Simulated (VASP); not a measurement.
# MoS2 in VASP: a series of runs

Runs on MoS2. Level: PBEsol. Tasks: relaxation of the atoms.

Program: VASP 6.6.1. These are calculated values, not measurements. Logs are shortened: lines on timing, memory, paths and dates and some standing lists are left out, and cuts for length are marked.

## Step 1: The cell of the first run

The cell holds a sheet with vacuum, 3 atoms: a = 3.203 Å, b = 3.203 Å, c = 18.120 Å, α = 90.00°, β = 90.00°, γ = 120.00°.

## Step 2: Relaxation of the atoms, PBEsol

Contents of INCAR:

```
ALGO = Normal
EDIFF = 1E-6
EDIFFG = -5E-4
ENCUT = 520
GGA = PS
IBRION = 2
ISIF = 2
ISMEAR = 0
LASPH = T
LCHARG = F
LREAL = F
LWAVE = F
NELM = 80
NSW = 80
PREC = Accurate
SIGMA = 0.01
```

Contents of KPOINTS:

```
k-points
0
Gamma
  12 12 1
```

Contents of POSCAR:

```
MoS2
1.0
    3.2033325532      0.0000000000      0.0000000000
   -1.6016662766      2.7741673679      0.0000000000
    0.0000000000      0.0000000000     18.1200000000
S Mo
2 1
Direct
    0.3333333333      0.6666666667      0.4139963042
    0.3333333333      0.6666666667      0.5860036958
    0.6666666667      0.3333333333      0.5000000000
```

Potentials or basis: VASP PAW PBE potentials, release 64 (S, Mo_sv).

On the command line:

```sh
$ cat potpaw_PBE.64/S/POTCAR potpaw_PBE.64/Mo_sv/POTCAR > POTCAR
$ mpirun -np 1 vasp_std > vasp.out
```

OUTCAR:

```text
EDIFF = 1E-6
   EDIFFG = -5E-4
   ENCUT = 520
   GGA = PS
   IBRION = 2
   ISIF = 2
   ISMEAR = 0
   LASPH = T
   LREAL = F
   NELM = 80
   NSW = 80
   PREC = Accurate

 ion  position               nearest neighbor table
   1  0.333  0.667  0.414-   3 2.42   3 2.42   3 2.42
   2  0.333  0.667  0.586-   3 2.42   3 2.42   3 2.42
   3  0.667  0.333  0.500-   1 2.42   2 2.42   1 2.42   2 2.42   1 2.42   2 2.42

  LATTYP: Found a hexagonal cell.
 ALAT       =     3.2033325532
 C/A-ratio  =     5.6566090779

  Lattice vectors:

 A1 = (   3.2033325532,   0.0000000000,   0.0000000000)
 A2 = (  -1.6016662766,   2.7741673679,   0.0000000000)
 A3 = (   0.0000000000,   0.0000000000,  18.1200000000)

Analysis of symmetry for initial positions (statically):
=====================================================================
 Subroutine PRICEL returns:
 Original cell was already a primitive cell.

 Routine SETGRP: Setting up the symmetry group for a
 hexagonal supercell.

 Subroutine GETGRP returns: Found 12 space group operations
 (whereof 12 operations were pure point group operations)
 out of a pool of 24 trial point group operations.

The static configuration has the point symmetry D_3h.

Analysis of symmetry for dynamics (positions and initial velocities):
=====================================================================
 Subroutine PRICEL returns:
 Original cell was already a primitive cell.

 Routine SETGRP: Setting up the symmetry group for a
 hexagonal supercell.

 Subroutine GETGRP returns: Found 12 space group operations
 (whereof 12 operations were pure point group operations)
 out of a pool of 24 trial point group operations.

The dynamic configuration has the point symmetry D_3h.

 Subroutine INISYM returns: Found 12 space group operations
 (whereof 12 operations are pure point group operations),
 and found     1 'primitive' translations

----------------------------------------------------------------------------------------

                                     Primitive cell

  volume of cell :     161.0248

  direct lattice vectors                    reciprocal lattice vectors
     3.203332553  0.000000000  0.000000000     0.312174894  0.180234259  0.000000000
    -1.601666277  2.774167368  0.000000000     0.000000000  0.360468518  0.000000000
     0.000000000  0.000000000 18.120000000     0.000000000  0.000000000  0.055187638

  length of vectors
     3.203332553  3.203332553 18.120000000     0.360468518  0.360468518  0.055187638

  position of ions in fractional coordinates (direct lattice)
     0.333333333  0.666666667  0.413996304
     0.333333333  0.666666667  0.586003696
     0.666666667  0.333333333  0.500000000

  ion indices of the primitive-cell ions
   primitive index   ion index
                 1           1
                 2           2
                 3           3

----------------------------------------------------------------------------------------

 KPOINTS: k-points

Automatic generation of k-mesh.
 Grid dimensions read from file:
 generate k-points for:   12   12    1

 Generating k-lattice:

  Cartesian coordinates                     Fractional coordinates (reciprocal lattice)
     0.026014574  0.015019522  0.000000000     0.083333333  0.000000000  0.000000000
     0.000000000  0.030039043  0.000000000     0.000000000  0.083333333  0.000000000
     0.000000000  0.000000000  0.055187638     0.000000000  0.000000000  1.000000000

  Length of vectors
     0.030039043  0.030039043  0.055187638

  Shift w.r.t. Gamma in fractional coordinates (k-lattice)
     0.000000000  0.000000000  0.000000000

 Subroutine IBZKPT returns following result:
 ===========================================

 Found     19 irreducible k-points:

 Following reciprocal coordinates:
            Coordinates               Weight
  0.000000  0.000000  0.000000      1.000000
  0.083333 -0.000000  0.000000      6.000000
  0.166667  0.000000  0.000000      6.000000
  0.250000  0.000000  0.000000      6.000000
  0.333333  0.000000  0.000000      6.000000
  0.416667 -0.000000  0.000000      6.000000
[... 11 lines left out ...]
  0.333333  0.250000  0.000000     12.000000
  0.333333  0.333333  0.000000      2.000000
   k-points           NKPTS =     19   k-points in BZ     NKDIM =     19   number of bands    NBANDS=     17
   number of dos      NEDOS =    301   number of ions     NIONS =      3
   total plane-waves  NPLWV =  80640
   dimension x,y,z NGX =    24 NGY =   24 NGZ =  140
   dimension x,y,z NGXF=    48 NGYF=   48 NGZF=  280
   ions per type =               2   1
   NGX,Y,Z   is equivalent  to a cutoff of  12.46, 12.46, 12.84 a.u.
   NGXF,Y,Z  is equivalent  to a cutoff of  24.91, 24.91, 25.69 a.u.
 SYSTEM =  unknown system
   PREC   = accura    normal or accurate (medium, high low for compatibility)
   ISTART =      0    job   : 0-new  1-cont  2-samecut
   ICHARG =      2    charge: 1-file 2-atom 10-const
   ISPIN  =      1    spin polarized calculation?
   LNONCOLLINEAR =      F non collinear calculations
   LSORBIT =      F    spin-orbit coupling
   LASPH  =      T    aspherical Exc in radial PAW
   ENCUT  =  520.0 eV  38.22 Ry    6.18 a.u.   5.96  5.96 33.69*2*pi/ulx,y,z
   NELM   =     80;   NELMIN=  2; NELMDL= -5     # of ELM steps
   EDIFF  = 0.1E-05   stopping-criterion for ELM
   LREAL  =      F    real-space projection
   EDIFFG = -.5E-03   stopping-criterion for IOM
   NSW    =     80    number of steps for IOM
   IBRION =      2    ionic relax: 0-MD 1-quasi-New 2-CG
   NFREE  =      1    steps in history (QN), initial steepest desc. (CG)
   ISIF   =      2    stress and relaxation
   ISYM   =      2    0-nonsym 1-usesym 2-fastsym
   POTIM  = 0.5000    time-step for ionic-motion
   TEBEG  =    0.0;   TEEND  =   0.0 temperature during run
   PSTRESS=    0.0 pullay stress
   NELECT =      26.0000    total number of electrons
   NUPDOWN=      -1.0000    fix difference up-down
   EMIN   =  10.00;   EMAX   =-10.00  energy-range for DOS
   EFERMI =   0.00;   METHOD = LEGACY
   ISMEAR =     0;   SIGMA  =   0.01  broadening in eV -4-tet -1-fermi 0-gaus
   EFERMI_NEDOS =   21; number of points for ismear=-14 and -15
   IALGO  =     38    algorithm
   IMIX   =      4    mixing-type and parameters
     AMIX     =   0.40;   BMIX     =  1.00
     AMIX_MAG =   1.60;   BMIX_MAG =  1.00
  volume/ion in A,a.u.               =      53.67       362.22
  Fermi-wavevector in a.u.,A,eV,Ry     =   0.891460  1.684614 10.812552  0.794700
  Thomas-Fermi vector in A             =   2.013283
   LORBIT       =      0    0 simple, 1 ext, 2 COOP (PROOUT), +10 PAW based schemes
   GGA     = PS    functional components
   LHFCALC =     F    Hartree Fock is set to
   AEXX    =    0.0000 exact exchange contribution
   IVDW    =     0    specifies the selected vdW correction
   LEPSILON=     F    determine dielectric tensor
   LRPA    =     F    only Hartree local field effects (RPA)
 conjugate gradient relaxation of ions
 non-spin polarized calculation
 Gauss-broadening in eV      SIGMA  =   0.01
  energy-cutoff  :      520.00
  volume of cell :      161.02
 maximum number of plane-waves:      4372
 NGX is ok and might be reduce to    24
   NGX = 11   NGY = 11   NGZ = 67

--------------------------------------- Ionic step        1  -------------------------------------------

 number of electron      26.0000000 magnetization

 Free energy of the ion-electron system (eV)
  ---------------------------------------------------
  ext. energy  EPLUGINS =         0.00000000
  ---------------------------------------------------
  free energy    TOTEN  =       -23.38175217 eV

  energy without entropy =      -23.38175217  energy(sigma->0) =      -23.38175217

------------------------ aborting loop because EDIFF is reached ----------------------------------------

  FORCE on cell =-STRESS in cart. coord.  units (eV):
  Direction    XX          YY          ZZ          XY          YZ          ZX
  --------------------------------------------------------------------------------------
  -------------------------------------------------------------------------------------
  Total       -2.1987399     -2.1987399     -1.2446543      0.0000000      0.0000000      0.0000000
  in kB      -21.8771912    -21.8771912    -12.3841574      0.0000000      0.0000000      0.0000000
  external PRESSURE =     -18.7128466 kB  Pullay stress =       0.0000000 kB

 VOLUME and BASIS-vectors are now :
 -----------------------------------------------------------------------------
  energy-cutoff  :      520.00
  volume of cell :      161.02
      direct lattice vectors                 reciprocal lattice vectors
     3.203332553  0.000000000  0.000000000     0.312174894  0.180234259  0.000000000
    -1.601666277  2.774167368  0.000000000     0.000000000  0.360468518  0.000000000
     0.000000000  0.000000000 18.120000000     0.000000000  0.000000000  0.055187638
[... 38 lines left out ...]
 POSITION                                       TOTAL-FORCE (eV/Angst)
 -----------------------------------------------------------------------------------
     -0.00000      1.84944      7.52051         0.000000     -0.000000      0.040355
     -0.00000      1.84944     10.59949         0.000000     -0.000000     -0.040355
      1.60167      0.92472      9.06000        -0.000000      0.000000      0.000000
 -----------------------------------------------------------------------------------
    total drift:                               -0.000000      0.000000      0.000000

  FREE ENERGIE OF THE ION-ELECTRON SYSTEM (eV)
  ---------------------------------------------------
  free  energy   TOTEN  =       -23.3899800473 eV

  energy  without entropy=      -23.3899800473  energy(sigma->0) =      -23.38998005

--------------------------------------- Ionic step        3  -------------------------------------------

 number of electron      26.0000000 magnetization

 Free energy of the ion-electron system (eV)
  ---------------------------------------------------
  ext. energy  EPLUGINS =         0.00000000
  ---------------------------------------------------
  free energy    TOTEN  =       -23.39006673 eV

  energy without entropy =      -23.39006673  energy(sigma->0) =      -23.39006673

 E-fermi :  -1.4920     XC(G=0):  -4.1587

 val. band max:       -1.6145134950   @ k =   0.0000   0.0000   0.0000
 cond. band min:      -0.2149324156   @ k =   0.3333   0.3333   0.0000
 fundamental gap:      1.3995810794
 Fermi energy:        -1.4919875737

 k-point     1 :       0.0000    0.0000    0.0000
  band No.  band energies     occupation
      1     -62.5171      2.00000
      2     -36.6858      2.00000
      3     -36.4996      2.00000
      4     -36.4996      2.00000
      5     -15.8149      2.00000
      6     -14.4217      2.00000
[... 9 lines left out ...]
     16       1.3129      0.00000
     17       1.3129      0.00000
[... 380 lines left out ...]
 POSITION                                       TOTAL-FORCE (eV/Angst)
 -----------------------------------------------------------------------------------
     -0.00000      1.84944      7.52261         0.000000     -0.000000      0.000290
     -0.00000      1.84944     10.59739         0.000000     -0.000000     -0.000290
      1.60167      0.92472      9.06000        -0.000000      0.000000     -0.000000
 -----------------------------------------------------------------------------------
    total drift:                               -0.000000      0.000000      0.000000

  FREE ENERGIE OF THE ION-ELECTRON SYSTEM (eV)
  ---------------------------------------------------
  free  energy   TOTEN  =       -23.3900667334 eV

  energy  without entropy=      -23.3900667334  energy(sigma->0) =      -23.39006673

 reached required accuracy - stopping structural energy minimisation
```

It took 3 min on 1 thread of Oxide Virtual Turin-like, shared host; peak memory 0.26 GiB.

What came out:

| Item | Value |
| --- | --- |
| Free energy | -23.3901 eV |
| Energy gained by relaxing | 2.8 meV/atom |
| Ionic steps | 3 |
| Band gap on the k mesh | 1.40 eV (least direct gap 1.58 eV) |

Step by step:
```tsv
step	energy change (eV)	largest force (eV/Å)	pressure (GPa)
1	0.0000	0.3917	-1.87
2	-0.0082	0.0404	-1.27
3	-0.0083	0.0003	-1.19
```

Final structure:
```yaml
crystal:
  lattice:
    - [3.20333, 0.00000, 0.00000]
    - [-1.60167, 2.77417, 0.00000]
    - [0.00000, 0.00000, 18.12000]
  atoms:
    - { symbol: S, position: [0.33333, 0.66667, 0.41516] }
    - { symbol: S, position: [0.33333, 0.66667, 0.58484] }
    - { symbol: Mo, position: [0.66667, 0.33333, 0.50000] }
```

Levels at points of the mesh, in eV from the valence-band top:
```csv
k point,band 10,band 11,band 12,band 13,band 14,band 15,band 16,band 17
"(0.00, 0.00, 0.00)",-1.77,-1.75,-1.75,0.00,2.60,2.60,2.93,2.93
"(0.50, 0.00, 0.00)",-3.38,-1.89,-1.20,-0.76,2.03,2.57,3.76,4.25
```

Caveat: the PAW data sets were made with another functional, which shifts forces and pressure a little.

## Step 3: Relaxation of the atoms, PBEsol

This run uses another cell than the first one.

Contents of INCAR:

```
PREC     = Accurate       # precision mode
ENCUT    = 520            # plane-wave cutoff, eV
EDIFF    = 1E-7           # SCF threshold, eV
ISMEAR   = 0              # smearing method
SIGMA    = 0.01           # smearing width, eV
LREAL    = False          # projectors in reciprocal space
LASPH    = True           # aspherical terms in the spheres
NELM     = 80             # most SCF steps
ALGO     = Normal         # electronic algorithm
ISIF     = 2              # what is computed and relaxed
LWAVE    = False          # write WAVECAR
LCHARG   = False          # write CHGCAR
GGA      = PS             # functional
IBRION   = 2              # ionic algorithm
NSW      = 80             # ionic steps
EDIFFG   = -5E-4          # ionic threshold
```

Contents of KPOINTS:

```
regular mesh
0
Gamma
  12 12 1
```

Contents of POSCAR:

```
MoS2
1.0
    3.1248195005      0.0000000000      0.0000000000
   -1.5624097502      2.7061730696      0.0000000000
    0.0000000000      0.0000000000     18.1200000000
S Mo
2 1
Direct
    0.3333333333      0.6666666667      0.4139963042
    0.3333333333      0.6666666667      0.5860036958
    0.6666666667      0.3333333333      0.5000000000
```

Potentials or basis: VASP PAW PBE potentials, release 64 (S, Mo_sv).

On the command line:

```sh
$ cat potpaw_PBE.64/S/POTCAR potpaw_PBE.64/Mo_sv/POTCAR > POTCAR
$ mpirun -np 1 vasp_std > vasp.out
```

Wall time 4.4 min (1 thread of Oxide Virtual Turin-like, shared host); peak memory 0.26 GiB.

It converged, with:

```
Free energy               : -23.4225 eV
Energy gained by relaxing : 0.2 meV/atom
Ionic steps               : 3
Band gap on the k mesh    : 1.87 eV
```

Step by step:
```csv
step,energy change (eV),largest force (eV/Å),pressure (GPa)
1,0.0000,0.1096,0.52
2,-0.0006,0.0054,0.33
3,-0.0006,0.0000,0.32
```

Final structure:
```cif
data_structure
_symmetry_space_group_name_H-M 'P 1'
_symmetry_Int_Tables_number 1
_cell_length_a 3.1248
_cell_length_b 3.1248
_cell_length_c 18.1200
_cell_angle_alpha 90.000
_cell_angle_beta 90.000
_cell_angle_gamma 120.000
_cell_volume 153.23
loop_
_atom_site_label
_atom_site_type_symbol
_atom_site_fract_x
_atom_site_fract_y
_atom_site_fract_z
_atom_site_occupancy
S1 S 0.33333 0.66667 0.41369 1
S2 S 0.33333 0.66667 0.58631 1
Mo1 Mo 0.66667 0.33333 0.50000 1
```

Levels at points of the mesh, in eV from the valence-band top:
```csv
k point,band 10,band 11,band 12,band 13,band 14,band 15,band 16,band 17
"(0.00, 0.00, 0.00)",-1.92,-1.42,-1.42,-0.15,2.93,2.93,3.19,3.19
"(0.50, 0.00, 0.00)",-3.20,-1.99,-0.84,-0.68,2.47,2.96,3.97,4.50
```

Caveat: the PAW data sets were made with another functional, which shifts forces and pressure a little.

[end of part 1 of 2]
